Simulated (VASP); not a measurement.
Here is a VASP 6.6.1 calculation.

INCAR

```
ALGO = Normal ; EDIFF = 1E-6
ENCUT = 500 ; GGA = PE
GGA_COMPAT = F ; ISIF = 2
ISMEAR = -1 ; LASPH = T
LCHARG = F ; LREAL = F
LWAVE = F ; NBANDS = 13
NELM = 120 ; PREC = Accurate
SIGMA = 0.1
```

The input KPOINTS:

```
k-points
0
Gamma
  4 4 4
```

The input POSCAR:

```
S
1.0
   -2.8962343100      0.0000000000      2.8962343100
    0.0000000000      2.8962343100      2.8962343100
   -2.8962343100      2.8962343100      0.0000000000
S
2
Direct
    0.0000000000      0.0000000000      0.0000000000
    0.2500000000      0.2500000000      0.2500000000
```

Potentials or basis: VASP PAW PBE potentials, release 64 (S).

Run with:

```console
$ cat potpaw_PBE.64/S/POTCAR > POTCAR
$ mpirun -np 1 vasp_std > vasp.out
```

What does it give for the pressure?

0.5 GPa.

Predict the band gap on the k mesh.

zero (band 6 reaches 3.67 eV, above the bottom of band 7 at 2.52 eV).

Caveat: the k points lie up to 0.47 Å⁻¹ apart.
